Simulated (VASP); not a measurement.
Set up this calculation in VASP 6.6.1, as the native input.

```yaml
Task: relaxation of cell and atoms
Functional: BLYP
Potentials_or_basis: VASP PAW PBE potentials, release 64 (Rh_pv)
Cutoff: 600 eV
k_mesh: 15 × 15 × 15
Occupations: fermi-dirac, width 0.1 eV
Spin: no spin polarisation
Dipole_correction: no
Further_INCAR_settings: ALGO = Normal; EDIFF = 1e-06; IBRION = 2; EDIFFG = -0.01; NSW = 80; ISIF = 3
```

The structure of Rh lies in POSCAR:

```
Rh
1.0
   -1.5092612352      1.5092612352      1.5092612352
    1.5092612352     -1.5092612352      1.5092612352
    1.5092612352      1.5092612352     -1.5092612352
Rh
1
Direct
    0.0000000000      0.0000000000      0.0000000000
```

One way to write it, as run:

INCAR

```
SYSTEM = Rh
  PREC = Accurate
  ENCUT = 600
  EDIFF = 1E-6
  ISMEAR = -1
  SIGMA = 0.1
  LREAL = .FALSE.
  LASPH = .TRUE.
  NELM = 80
  ALGO = Normal
  ISIF = 3
  LWAVE = .FALSE.
  LCHARG = .FALSE.
  GGA = B5
  ALDAX = 1.0
  AGGAX = 1.0
  AGGAC = 1.0
  ALDAC = 0.0
  IBRION = 2
  NSW = 80
  EDIFFG = -0.01
```

KPOINTS

```
Automatic mesh
0
G
  15 15 15
  0 0 0
```

Potentials or basis: VASP PAW PBE potentials, release 64 (Rh_pv).

Command:

```sh
$ cat potpaw_PBE.64/Rh_pv/POTCAR > POTCAR
$ mpirun -np 1 vasp_std > vasp.out
```

Results of the run:

The relaxed volume is 15.34 Å³/atom. The relaxed cell is a = 2.711 Å, b = 2.711 Å, c = 2.711 Å, α = 109.47°, β = 109.47°, γ = 109.47°. The space group after relaxing (to 0.05 Å) is Im-3m (No. 229) and the energy gained by relaxing is 125.4 meV/atom. The ionic steps are 5 and the pressure after relaxing is 0.1 GPa.

Caveat: the PAW data sets were made with another functional, which shifts forces and pressure a little.

Wall time 82 s on 1 thread of Intel Xeon 6975P-C, on a shared host, peak memory 0.16 GiB.
